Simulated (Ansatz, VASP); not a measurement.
BaZrO3 in VASP and in Ansatz

```xyz
5
Lattice="4.2272 0.0000 0.0000 0.0000 4.2272 0.0000 0.0000 0.0000 4.2272" Properties=species:S:1:pos:R:3 pbc="T T T"
Ba    0.0000    0.0000    0.0000
Zr    2.1136    2.1136    2.1136
O     0.0000    2.1136    2.1136
O     2.1136    0.0000    2.1136
O     2.1136    2.1136    0.0000
```

Alike in both runs: functional PBE; k mesh 6 × 6 × 6; occupations fermi-dirac, width 0.02 eV; no spin polarisation.

Ansatz relaxed the structure, and its values are those at the end. VASP's run is a single point on that final structure, the one shown.

```csv
,VASP,Ansatz
version,VASP 6.6.1,Ansatz 0.2.0
potentials or method,"VASP PAW PBE potentials, release 64 (Ba_sv, Zr_sv, O), cutoff 520 eV",PAW plane waves
valence electrons in the cell,40,40
```

Ansatz gave:

* gap on the k mesh at the Fermi level (eV): 3.19
* pressure (GPa): 0.0

Question: What did VASP give for the same quantities?

Answer: gap on the k mesh at the Fermi level (eV): 3.13; pressure (GPa): 0.9.

Neither program's run includes spin-orbit coupling.
